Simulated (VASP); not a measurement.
# LiBe in VASP: a series of runs

LiBe is run at these levels: PBE; tasks: single point, relaxation of cell and atoms.

Everything below comes from runs of VASP 6.6.1. Logs are shortened: lines on timing, memory, paths and dates and some standing lists are left out, and cuts for length are marked.

### 1 The cell of the first run

The typed cell holds 4 atoms: a = 4.160 Å, b = 4.160 Å, c = 4.717 Å, α = 90.00°, β = 90.00°, γ = 120.00°.

### 2 Single point, PBE

Contents of INCAR:

```
  ALGO = Fast
  EDIFF = 1E-7
  ENCUT = 520
  GGA = PE
  ISIF = 2
  ISMEAR = 0
  LASPH = T
  LCHARG = F
  LREAL = F
  LWAVE = F
  NBANDS = 13
  NELM = 80
  PREC = Accurate
  SIGMA = 0.1
```

Contents of KPOINTS:

```
k-points
0
Gamma
  6 6 4
```

Contents of POSCAR:

```
LiBe
1.0
    4.1598219425      0.0000000000      0.0000000000
   -2.0799109712      3.6025114774      0.0000000000
    0.0000000000      0.0000000000      4.7172578730
Li Be
2 2
Direct
    0.3333333333      0.6666666667     -0.0589986587
    0.6666666667      0.3333333333      0.4410013413
    0.3333333333      0.6666666667      0.4410986587
    0.6666666667      0.3333333333      0.9410986587
```

Potentials or basis: VASP PAW PBE potentials, release 64 (Li_sv, Be).

Command:

```bash
$ cat potpaw_PBE.64/Li_sv/POTCAR potpaw_PBE.64/Be/POTCAR > POTCAR
$ mpirun -np 1 vasp_std > vasp.out
```

OUTCAR:

```text
EDIFF = 1E-7
   ENCUT = 520
   GGA = PE
   ISIF = 2
   ISMEAR = 0
   LASPH = T
   LREAL = F
   NELM = 80
   PREC = Accurate

 ion  position               nearest neighbor table
   1  0.333  0.667  0.941-   3 2.36   3 2.36   4 2.40   4 2.40   4 2.40
   2  0.667  0.333  0.441-   4 2.36   4 2.36   3 2.40   3 2.40   3 2.40
   3  0.333  0.667  0.441-   1 2.36   1 2.36   2 2.40   2 2.40   2 2.40
   4  0.667  0.333  0.941-   2 2.36   2 2.36   1 2.40   1 2.40   1 2.40

  LATTYP: Found a hexagonal cell.
 ALAT       =     4.1598219425
 C/A-ratio  =     1.1340047575

  Lattice vectors:

 A1 = (   4.1598219425,   0.0000000000,   0.0000000000)
 A2 = (  -2.0799109712,   3.6025114774,   0.0000000000)
 A3 = (   0.0000000000,   0.0000000000,   4.7172578730)

Analysis of symmetry for initial positions (statically):
=====================================================================
 Subroutine PRICEL returns:
 Original cell was already a primitive cell.

 Routine SETGRP: Setting up the symmetry group for a
 hexagonal supercell.

 Subroutine GETGRP returns: Found 12 space group operations
 (whereof  6 operations were pure point group operations)
 out of a pool of 24 trial point group operations.

The static configuration has the point symmetry C_3v.
 The point group associated with its full space group is C_6v.

Analysis of symmetry for dynamics (positions and initial velocities):
=====================================================================
 Subroutine PRICEL returns:
 Original cell was already a primitive cell.

 Routine SETGRP: Setting up the symmetry group for a
 hexagonal supercell.

 Subroutine GETGRP returns: Found 12 space group operations
 (whereof  6 operations were pure point group operations)
 out of a pool of 24 trial point group operations.

The dynamic configuration has the point symmetry C_3v.
 The point group associated with its full space group is C_6v.

 Subroutine INISYM returns: Found 12 space group operations
 (whereof  6 operations are pure point group operations),
 and found     1 'primitive' translations

----------------------------------------------------------------------------------------

                                     Primitive cell

  volume of cell :      70.6919

  direct lattice vectors                    reciprocal lattice vectors
     4.159821942  0.000000000  0.000000000     0.240394905  0.138792063  0.000000000
    -2.079910971  3.602511477  0.000000000     0.000000000  0.277584126  0.000000000
     0.000000000  0.000000000  4.717257873     0.000000000  0.000000000  0.211987563

  length of vectors
     4.159821942  4.159821942  4.717257873     0.277584126  0.277584126  0.211987563

  position of ions in fractional coordinates (direct lattice)
     0.333333333  0.666666667  0.941001341
     0.666666667  0.333333333  0.441001341
     0.333333333  0.666666667  0.441098659
     0.666666667  0.333333333  0.941098659

  ion indices of the primitive-cell ions
   primitive index   ion index
                 1           1
                 2           2
                 3           3
                 4           4

----------------------------------------------------------------------------------------

 KPOINTS: k-points

Automatic generation of k-mesh.
 Grid dimensions read from file:
 generate k-points for:    6    6    4

 Generating k-lattice:

  Cartesian coordinates                     Fractional coordinates (reciprocal lattice)
     0.040065817  0.023132011  0.000000000     0.166666667  0.000000000  0.000000000
     0.000000000  0.046264021  0.000000000     0.000000000  0.166666667  0.000000000
     0.000000000  0.000000000  0.052996891     0.000000000  0.000000000  0.250000000

  Length of vectors
     0.046264021  0.046264021  0.052996891

  Shift w.r.t. Gamma in fractional coordinates (k-lattice)
     0.000000000  0.000000000  0.000000000

 Subroutine IBZKPT returns following result:
 ===========================================

 Found     21 irreducible k-points:

 Following reciprocal coordinates:
            Coordinates               Weight
  0.000000  0.000000  0.000000      1.000000
  0.166667  0.000000  0.000000      6.000000
  0.333333 -0.000000  0.000000      6.000000
  0.500000 -0.000000  0.000000      3.000000
  0.166667  0.166667  0.000000      6.000000
  0.333333  0.166667  0.000000     12.000000
[... 13 lines left out ...]
  0.333333  0.166667  0.500000     12.000000
  0.333333  0.333333  0.500000      2.000000
   k-points           NKPTS =     21   k-points in BZ     NKDIM =     21   number of bands    NBANDS=     13
   number of dos      NEDOS =    301   number of ions     NIONS =      4
   total plane-waves  NPLWV =  36864
   dimension x,y,z NGX =    32 NGY =   32 NGZ =   36
   dimension x,y,z NGXF=    64 NGYF=   64 NGZF=   72
   ions per type =               2   2
   NGX,Y,Z   is equivalent  to a cutoff of  12.79, 12.79, 12.69 a.u.
   NGXF,Y,Z  is equivalent  to a cutoff of  25.58, 25.58, 25.37 a.u.
 SYSTEM =  unknown system
   PREC   = accura    normal or accurate (medium, high low for compatibility)
   ISTART =      0    job   : 0-new  1-cont  2-samecut
   ICHARG =      2    charge: 1-file 2-atom 10-const
   ISPIN  =      1    spin polarized calculation?
   LNONCOLLINEAR =      F non collinear calculations
   LSORBIT =      F    spin-orbit coupling
   LASPH  =      T    aspherical Exc in radial PAW
   ENCUT  =  520.0 eV  38.22 Ry    6.18 a.u.   7.73  7.73  8.77*2*pi/ulx,y,z
   NELM   =     80;   NELMIN=  2; NELMDL= -5     # of ELM steps
   EDIFF  = 0.1E-06   stopping-criterion for ELM
   LREAL  =      F    real-space projection
   EDIFFG = 0.1E-05   stopping-criterion for IOM
   NSW    =      0    number of steps for IOM
   IBRION =     -1    ionic relax: 0-MD 1-quasi-New 2-CG
   NFREE  =      0    steps in history (QN), initial steepest desc. (CG)
   ISIF   =      2    stress and relaxation
   ISYM   =      2    0-nonsym 1-usesym 2-fastsym
   POTIM  = 0.5000    time-step for ionic-motion
   TEBEG  =    0.0;   TEEND  =   0.0 temperature during run
   PSTRESS=    0.0 pullay stress
   NELECT =      10.0000    total number of electrons
   NUPDOWN=      -1.0000    fix difference up-down
   EMIN   =  10.00;   EMAX   =-10.00  energy-range for DOS
   EFERMI =   0.00;   METHOD = LEGACY
   ISMEAR =     0;   SIGMA  =   0.10  broadening in eV -4-tet -1-fermi 0-gaus
   EFERMI_NEDOS =   21; number of points for ismear=-14 and -15
   IALGO  =     68    algorithm
   IMIX   =      4    mixing-type and parameters
     AMIX     =   0.40;   BMIX     =  1.00
     AMIX_MAG =   1.60;   BMIX_MAG =  1.00
  volume/ion in A,a.u.               =      17.67       119.26
  Fermi-wavevector in a.u.,A,eV,Ry     =   0.853005  1.611946  9.899838  0.727618
  Thomas-Fermi vector in A             =   1.969381
   LORBIT       =      0    0 simple, 1 ext, 2 COOP (PROOUT), +10 PAW based schemes
   GGA     = PE    functional components
   LHFCALC =     F    Hartree Fock is set to
   AEXX    =    0.0000 exact exchange contribution
   IVDW    =     0    specifies the selected vdW correction
   LEPSILON=     F    determine dielectric tensor
   LRPA    =     F    only Hartree local field effects (RPA)
 non-spin polarized calculation
 RMM-DIIS sequential band-by-band and
 Gauss-broadening in eV      SIGMA  =   0.10
  energy-cutoff  :      520.00
  volume of cell :       70.69
 maximum number of plane-waves:      1920
 NGX is ok and might be reduce to    32
   NGX = 15   NGY = 15   NGZ = 17

 number of electron      10.0000002 magnetization

 Free energy of the ion-electron system (eV)
  ---------------------------------------------------
  ext. energy  EPLUGINS =         0.00000000
  ---------------------------------------------------
  free energy    TOTEN  =        -6.88497404 eV

  energy without entropy =       -6.87511302  energy(sigma->0) =       -6.88004353

 E-fermi :   0.7233     XC(G=0):  -7.6537

 val. band max:        0.6426290659   @ k =   0.1667   0.1667   0.2500
 cond. band min:       0.8207964381   @ k =   0.1667   0.1667   0.0000
 fundamental gap:      0.1781673722
 Fermi energy:         0.7233414629

 k-point     1 :       0.0000    0.0000    0.0000
  band No.  band energies     occupation
      1     -44.8249      2.00000
      2     -44.8177      2.00000
      3      -4.4647      2.00000
      4      -0.5511      2.00000
      5       1.5413      0.00000
      6       2.4017      0.00000
      7       2.4017      0.00000
      8       5.0911      0.00000
      9       5.0911      0.00000
     10       5.8788      0.00000
     11       7.9885      0.00000
     12       7.9885      0.00000
     13       8.6648      0.00000

 k-point     2 :       0.1667    0.0000    0.0000
  band No.  band energies     occupation
      1     -44.8244      2.00000
      2     -44.8181      2.00000
      3      -4.2270      2.00000
      4      -0.2932      2.00000
      5       0.8267      0.14363
      6       1.9027      0.00000
      7       2.3184      0.00000
      8       4.8024      0.00000
      9       5.1672      0.00000
     10       5.4572      0.00000
     11       7.4830      0.00000
     12       8.3313      0.00000
     13       9.1961      0.00000

 k-point     3 :       0.3333   -0.0000    0.0000
  band No.  band energies     occupation
      1     -44.8232      2.00000
      2     -44.8190      2.00000
      3      -3.5216      2.00000
      4      -0.7813      2.00000
      5       0.4308      1.99996
      6       1.2514      0.00000
      7       2.5539      0.00000
      8       3.7062      0.00000
      9       4.1438      0.00000
     10       5.4573      0.00000
     11       6.9730      0.00000
     12      10.0501      0.00000
     13      10.1599      0.00000
[... 257 lines left out ...]
 k-point    20 :       0.3333    0.1667    0.5000
  band No.  band energies     occupation
      1     -44.8211      2.00000
      2     -44.8211      2.00000
      3      -1.8307      2.00000
      4      -1.8307      2.00000
      5       0.2401      2.00000
      6       0.2401      2.00000
      7       1.6687      0.00000
      8       1.6687      0.00000
      9       6.0007      0.00000
     10       6.0007      0.00000
     11       9.0844      0.00000
     12       9.0844      0.00000
     13      10.8515      0.00000

 k-point    21 :       0.3333    0.3333    0.5000
  band No.  band energies     occupation
      1     -44.8211      2.00000
      2     -44.8211      2.00000
      3      -1.4210      2.00000
      4      -1.4210      2.00000
      5       0.2823      2.00000
      6       0.2823      2.00000
      7       0.6416      1.75254
      8       0.6416      1.75254
      9       6.5739      0.00000
     10       6.5739      0.00000
     11      10.0959      0.00000
     12      10.1149      0.00000
     13      10.2498      0.00000

------------------------ aborting loop because EDIFF is reached ----------------------------------------

  FORCE on cell =-STRESS in cart. coord.  units (eV):
  Direction    XX          YY          ZZ          XY          YZ          ZX
  --------------------------------------------------------------------------------------
  -------------------------------------------------------------------------------------
  Total       -0.0041295     -0.0041295      0.0186794     -0.0000000      0.0000000      0.0000000
  in kB       -0.0935919     -0.0935919      0.4233537     -0.0000000      0.0000000      0.0000000
  external PRESSURE =       0.0787233 kB  Pullay stress =       0.0000000 kB

 VOLUME and BASIS-vectors are now :
 -----------------------------------------------------------------------------
  energy-cutoff  :      520.00
  volume of cell :       70.69
      direct lattice vectors                 reciprocal lattice vectors
     4.159821942  0.000000000  0.000000000     0.240394905  0.138792063  0.000000000
    -2.079910971  3.602511477  0.000000000     0.000000000  0.277584126  0.000000000
     0.000000000  0.000000000  4.717257873     0.000000000  0.000000000  0.211987563

 POSITION                                       TOTAL-FORCE (eV/Angst)
 -----------------------------------------------------------------------------------
     -0.00000      2.40167      4.43895         0.000000      0.000000      0.001980
      2.07991      1.20084      2.08032        -0.000000      0.000000      0.001980
     -0.00000      2.40167      2.08078         0.000000     -0.000000     -0.001980
      2.07991      1.20084      4.43941         0.000000     -0.000000     -0.001980
 -----------------------------------------------------------------------------------
    total drift:                               -0.000000     -0.000000     -0.000600

  FREE ENERGIE OF THE ION-ELECTRON SYSTEM (eV)
  ---------------------------------------------------
  free  energy   TOTEN  =        -6.8849740377 eV

  energy  without entropy=       -6.8751130164  energy(sigma->0) =       -6.88004353
```

Wall time 26 s (1 thread of Intel Xeon Platinum 8488C (Sapphire Rapids), shared host); peak memory 0.17 GiB.

Results:

```yaml
Free_energy: -6.8850 eV
Band_gap_on_the_k_mesh: zero (bands 5 and 6 overlap by 3.96 eV)
```

Levels at points of the mesh, in eV from the Fermi level:
```tsv
k point	band 2	band 3	band 4	band 5	band 6	band 7	band 8	band 9
(0.00, 0.00, 0.00)	-45.54	-5.19	-1.27	0.82	1.68	1.68	4.37	4.37
(0.50, 0.00, 0.00)	-45.54	-3.28	-2.85	0.28	0.40	1.97	2.11	2.96
(0.00, 0.00, 0.50)	-45.54	-3.99	-3.99	3.02	3.02	3.02	3.02	4.59
(0.50, 0.00, 0.50)	-45.54	-2.46	-2.46	-0.95	-0.95	1.78	1.78	4.40
```

Caveat: the cutoff is under 1.25 times the usual one of these potentials, so pressure, stress and relaxed cells hold a basis-set (Pulay) error.

### 3 Single point, PBE

This run uses another cell than the first one, of 17.80 Å³/atom.

Contents of INCAR:

```
PREC = Accurate
ENCUT = 520
EDIFF = 1E-6
ISMEAR = 0
SIGMA = 0.1
LREAL = False
LASPH = True
NELM = 100
ALGO = Normal
ISIF = 2
LWAVE = False
LCHARG = False
GGA = PE
NBANDS = 13
```

Contents of KPOINTS:

```
regular mesh
0
Gamma
  12 12 10
```

Contents of POSCAR:

```
LiBe
1.0
    4.1662225744      0.0000000000      0.0000000000
   -2.0831112872      3.6080545872      0.0000000000
    0.0000000000      0.0000000000      4.7374510423
Li Be
2 2
Direct
    0.3333333333      0.6666666667      0.7500000000
    0.6666666667      0.3333333333      0.2500000000
    0.3333333333      0.6666666667      0.2500000000
    0.6666666667      0.3333333333      0.7500000000
```

Potentials or basis: VASP PAW PBE potentials, release 64 (Li_sv, Be).

Command:

```bash
$ cat potpaw_PBE.64/Li_sv/POTCAR potpaw_PBE.64/Be/POTCAR > POTCAR
$ mpirun -np 1 vasp_std > vasp.out
```

Wall time 73 s (1 thread of Intel Xeon Platinum 8488C (Sapphire Rapids), shared host); peak memory 0.23 GiB.

The run converged. Its results:

* Free energy: -6.8765 eV
* Band gap on the k mesh: zero (bands 5 and 6 overlap by 3.95 eV)

Levels at points of the mesh, in eV from the Fermi level:
```
           k point  band 2  band 3  band 4  band 5  band 6  band 7  band 8  band 9
(0.00, 0.00, 0.00)  -45.61   -5.22   -1.32    0.73    1.64    1.64    4.31    4.31
(0.50, 0.00, 0.00)  -45.61   -3.32   -2.88    0.25    0.36    1.92    2.03    2.88
(0.00, 0.00, 0.50)  -45.61   -4.03   -4.03    2.96    2.96    2.96    2.96    4.50
(0.50, 0.00, 0.50)  -45.61   -2.51   -2.51   -0.99   -0.99    1.73    1.73    4.33
```

Caveat: the cutoff is under 1.25 times the usual one of these potentials, so pressure, stress and relaxed cells hold a basis-set (Pulay) error.

### 4 Relaxation of cell and atoms, PBE

Contents of INCAR:

```
  PREC = Accurate
  ENCUT = 600
  EDIFF = 1E-6
  ISMEAR = 0
  SIGMA = 0.1
  LREAL = F
  LASPH = T
  NELM = 100
  ALGO = Normal
  ISIF = 3
  LWAVE = F
  LCHARG = F
  GGA = PE
  IBRION = 2
  NSW = 100
  EDIFFG = -0.01
```

Contents of KPOINTS:

```
Automatic mesh
0
Gamma
  12 12 10
```

Contents of POSCAR:

```
LiBe
1.0
    4.1598219425      0.0000000000      0.0000000000
   -2.0799109712      3.6025114774      0.0000000000
    0.0000000000      0.0000000000      4.7172578730
Li Be
2 2
Direct
    0.3333333333      0.6666666667      0.7500000000
    0.6666666667      0.3333333333      0.2500000000
    0.3333333333      0.6666666667      0.2500000000
    0.6666666667      0.3333333333      0.7500000000
```

Command:

```bash
$ cat potpaw_PBE.64/Li_sv/POTCAR potpaw_PBE.64/Be/POTCAR > POTCAR
$ mpirun -np 1 vasp_std > vasp.out
```

Run time: 2 min. Hardware: 1 thread of Intel Xeon Platinum 8488C (Sapphire Rapids), shared host; peak memory 0.26 GiB.

Results (log left out):

```
Free energy                           : -6.8766 eV
Relaxed volume                        : 17.72 Å³/atom
Relaxed cell                          : a = 4.159 Å, b = 4.159 Å, c = 4.733 Å, α = 90.00°, β = 90.00°, γ = 120.00°
Space group after relaxing (to 0.1 Å) : P6_3/mmc (No. 194)
Energy gained by relaxing             : 0.1 meV/atom
Ionic steps                           : 3
Pressure after relaxing               : 0.0 GPa
Band gap on the k mesh                : zero (bands 5 and 6 overlap by 3.97 eV)
```

Step by step:
```
step  energy change (eV)  largest force (eV/Å)  pressure (GPa)  volume (Å³)
   1              0.0000                0.0000            0.11        70.69
   2             -0.0003                0.0000            0.06        70.82
   3             -0.0003                0.0000            0.04        70.89
```

Final structure:
```xyz
4
Lattice="4.1586 0.0000 0.0000 -2.0793 3.6015 0.0000 0.0000 0.0000 4.7330" Properties=species:S:1:pos:R:3 pbc="T T T"
Li    0.0000    2.4010    3.5497
Li    2.0793    1.2005    1.1832
Be    0.0000    2.4010    1.1832
Be    2.0793    1.2005    3.5497
```

Levels at points of the mesh, in eV from the Fermi level:
| k point | band 3 | band 4 | band 5 | band 6 | band 7 | band 8 |
| --- | --- | --- | --- | --- | --- | --- |
| (0.00, 0.00, 0.00) | -5.23 | -1.33 | 0.74 | 1.65 | 1.65 | 4.32 |
| (0.50, 0.00, 0.00) | -3.32 | -2.89 | 0.25 | 0.35 | 1.92 | 2.04 |
| (0.00, 0.00, 0.50) | -4.04 | -4.04 | 2.97 | 2.97 | 2.97 | 2.97 |
| (0.50, 0.00, 0.50) | -2.51 | -2.51 | -0.99 | -0.99 | 1.73 | 1.73 |

Caveat: the cutoff is under 1.25 times the usual one of these potentials, so pressure, stress and relaxed cells hold a basis-set (Pulay) error.

### 5 Summary

```tsv
task	cell	k mesh	cutoff (eV)	gap on the mesh (eV)
single point	a = 4.160, b = 4.160, c = 4.717 Å, angles 90.0, 90.0, 120.0°, 4 atoms	6 × 6 × 4	520	none
single point	a = 4.166, b = 4.166, c = 4.737 Å, angles 90.0, 90.0, 120.0°, 4 atoms	12 × 12 × 10	520	none
relaxation of cell and atoms	relaxed from a = 4.160, b = 4.160, c = 4.717 Å, angles 90.0, 90.0, 120.0°, 4 atoms	12 × 12 × 10	600	none
```

Alike in all rows: level PBE; potentials or basis VASP PAW PBE potentials, release 64 (Li_sv, Be); no spin polarisation; smearing gaussian 0.1 eV.

Caveats: the cutoff is under 1.25 times the usual one of these potentials, so pressure, stress and relaxed cells hold a basis-set (Pulay) error.

Absolute energies hang on the potentials; compare differences alone.

The gap in the log of VASP goes by the Fermi energy; the results here count the filled bands.